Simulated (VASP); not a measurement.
## Cs3N: single point with PBE

Cs3N:

```
Cs N
1.0
    -2.52612    2.52612    5.64276
     2.52612   -2.52612    5.64276
     2.52612    2.52612   -5.64276
Cs N
3 1
Direct
  0.50000 0.50000 0.00000
  0.25000 0.75000 0.50000
  0.75000 0.25000 0.50000
  0.00000 0.00000 0.00000
```

| Item | Value |
| --- | --- |
| Program | VASP 6.6.1 |
| Task | single point |
| Functional | PBE |
| Potentials or basis | VASP PAW PBE potentials, release 64 (Cs_sv, N) |
| Cutoff | 520 eV |
| k mesh | 6 × 6 × 6 |
| Occupations | gaussian, width 0.1 eV |
| Spin | no spin polarisation |

```
Pressure               : 0.1 GPa
Band gap on the k mesh : zero (bands 16 and 17 overlap by 0.20 eV)
```

Stress tensor (GPa, compression positive):
```
 1.31  0.00  0.00
 0.00  1.31  0.00
 0.00  0.00 -2.22
```

Levels at points of the mesh, in eV from the Fermi level:
| k point | band 14 | band 15 | band 16 | band 17 | band 18 | band 19 |
| --- | --- | --- | --- | --- | --- | --- |
| (0.00, 0.00, 0.00) | -1.06 | -0.58 | -0.08 | -0.08 | 0.91 | 1.03 |
| (0.50, 0.00, 0.00) | -0.77 | -0.49 | -0.41 | 0.95 | 2.08 | 2.30 |
| (0.50, 0.50, 0.00) | -0.54 | -0.22 | 0.06 | 0.67 | 1.05 | 1.80 |
| (0.50, 0.50, 0.50) | -1.01 | -0.83 | 0.12 | 0.12 | 0.92 | 1.05 |

Run time: 5.7 min on 1 thread of Intel(R) Xeon(R) Platinum 8488C (Sapphire Rapids) (shared host), peak memory 0.37 GiB.

Caveat: spin-orbit coupling is left out, which moves the levels of the heavy elements.
